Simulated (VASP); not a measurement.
Here is a VASP 6.6.1 calculation.

File POSCAR:

```
PbF2
1.0
    0.0000000000      2.9604591747      2.9604591747
    2.9604591747      0.0000000000      2.9604591747
    2.9604591747      2.9604591747      0.0000000000
Pb F
1 2
Direct
   -0.0337785438      0.0337785438      0.0337785438
    0.2500000000      0.2500000000      0.2500000000
    0.7500000000      0.7500000000      0.7500000000
```

INCAR.step1

```
PREC = Accurate
ENCUT = 520
ISMEAR = 0
SIGMA = 0.05
LREAL = F
LASPH = T
NELM = 100
NBANDS = 21
GGA = PE
ALGO = Normal
EDIFF = 1E-4
LWAVE = T
LCHARG = F
```

The input INCAR.step2:

```
PREC = Accurate
ENCUT = 520
EDIFF = 1E-6
ISMEAR = 0
SIGMA = 0.05
LREAL = F
LASPH = T
NELM = 100
ALGO = Normal
ISIF = 2
LWAVE = F
LCHARG = T
METAGGA = R2SCAN
LMIXTAU = T
LELF = T
LVHAR = T
NBANDS = 21
ISTART = 1
```

Contents of KPOINTS:

```
regular mesh
0
Gamma
  8 8 8
```

Potentials or basis: VASP PAW PBE potentials, release 64 (Pb_d, F).

The run is started by

```sh
$ cat potpaw_PBE.64/Pb_d/POTCAR potpaw_PBE.64/F/POTCAR > POTCAR
$ cp INCAR.step1 INCAR
$ mpirun -np 1 vasp_std > vasp.out
$ cp INCAR.step2 INCAR
$ mpirun -np 1 vasp_std > vasp.out
```

(1) Predict the band gap on the k mesh.

(2) Predict the pressure.

Results:

(1) 4.86 eV (least direct gap 5.11 eV).

(2) 0.9 GPa.

Caveat: the cell differs from its parent crystal (atom 1 (Pb) moved 0.2 Å along x); the PAW data sets were made with another functional, which shifts forces and pressure a little; spin-orbit coupling is left out, which moves the levels of the heavy elements.
